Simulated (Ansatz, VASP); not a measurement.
# SnPt2Se3: VASP beside Ansatz

```
CELL_PARAMETERS angstrom
3.99838 0.00000 0.00000
0.00000 3.99838 0.00000
0.00000 0.00000 7.70282
ATOMIC_POSITIONS crystal
Sn 0.50000 0.50000 0.00000
Pt 0.50000 0.00000 0.68697
Pt 0.00000 0.50000 0.31303
Se 0.50000 0.00000 0.36854
Se 0.00000 0.50000 0.63146
Se 0.00000 0.00000 0.00000
```

Change from the starting cell: species swapped into the Hf2GaSb3 type (P-4m2, No. 115).

Alike in both runs: functional PBE; k mesh 10 × 10 × 6; occupations gaussian, width 0.1 eV; no spin polarisation.

Ansatz relaxed the structure, and its values are those at the end. VASP's run is a single point on that final structure, the one shown.

|  | VASP | Ansatz |
| --- | --- | --- |
| version | VASP 6.6.1 | Ansatz 0.2.0 |
| potentials or method | VASP PAW PBE potentials, release 64 (Sn_d, Pt, Se), cutoff 520 eV | scalar-relativistic, plane waves, PAW |
| valence electrons in the cell | 52 | 98 |

VASP gave:

| Property | Result |
| --- | --- |
| gap on the k mesh at the Fermi level (eV) | none |
| pressure (GPa) | 0.0 |
| rms of the force components (eV/Å) | 0.006 |

Which values does Ansatz return?

gap on the k mesh at the Fermi level (eV): none; pressure (GPa): 0.0; rms of the force components (eV/Å): 0.001.

A gap of «none» marks a metal or a gap that the smearing closes. VASP's potentials hold 52 valence electrons a cell and Ansatz's 98, so a difference there can come from the potentials and not from the codes.

Neither program's run includes spin-orbit coupling.
